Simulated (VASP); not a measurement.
Write the native input for VASP 6.6.1 that does the following.

```yaml
Task: electric field gradients
Functional: PBEsol
Potentials_or_basis: VASP PAW PBE potentials, release 64 (Zn)
Cutoff: 520 eV
k_mesh: 16 × 16 × 8
Occupations: fermi-dirac, width 0.03 eV
Spin: no spin polarisation
Dipole_correction: no
Further_INCAR_settings: ALGO = Normal; EDIFF = 1e-08; NBANDS = 19
```

The structure of Zn lies in POSCAR:

```
Zn
1.0
    2.7170622642      0.0000000000      0.0000000000
   -1.3585311321      2.3530449444      0.0000000000
    0.0000000000      0.0000000000      5.0437187487
Zn
2
Direct
    0.3333333333      0.6666666667      0.2500000000
    0.6666666667      0.3333333333      0.7500000000
```

This cell differs from its parent crystal: volume scaled by 1.06.

One way to write it, as run:

INCAR

```
SYSTEM = Zn
PREC     = Accurate       ! precision mode
ENCUT    = 520            ! plane-wave cutoff, eV
EDIFF    = 1E-8           ! SCF threshold, eV
ISMEAR   = -1             ! smearing method
SIGMA    = 0.03           ! smearing width, eV
LREAL    = .False.        ! projectors in reciprocal space
LASPH    = .True.         ! aspherical terms in the spheres
NELM     = 60             ! most SCF steps
ALGO     = Normal         ! electronic algorithm
ISIF     = 2              ! what is computed and relaxed
LWAVE    = .False.        ! write WAVECAR
LCHARG   = .False.        ! write CHGCAR
GGA      = PS             ! functional
LEFG     = .True.       
NBANDS   = 19             ! bands
```

KPOINTS

```
Automatic mesh
0
Gamma
  16 16 8
  0 0 0
```

Potentials or basis: VASP PAW PBE potentials, release 64 (Zn).

Run with:

```console
$ cat potpaw_PBE.64/Zn/POTCAR > POTCAR
$ mpirun -np 1 vasp_std > vasp.out
```

It gave:

```yaml
Pressure: -8.3 GPa
Band_gap_on_the_k_mesh: zero (band 12 reaches 3.72 eV, above the bottom of band 13 at -0.54 eV)
```

Caveat: without QUAD_EFG the Cq values of the log hold for a quadrupole moment of 1 mb, not for the nuclei; the PAW data sets were made with another functional, which shifts forces and pressure a little.

Run time: 30 s on 1 thread of AMD EPYC 9R45 96-Core Processor (Zen 5), on a shared host, peak memory 0.16 GiB.
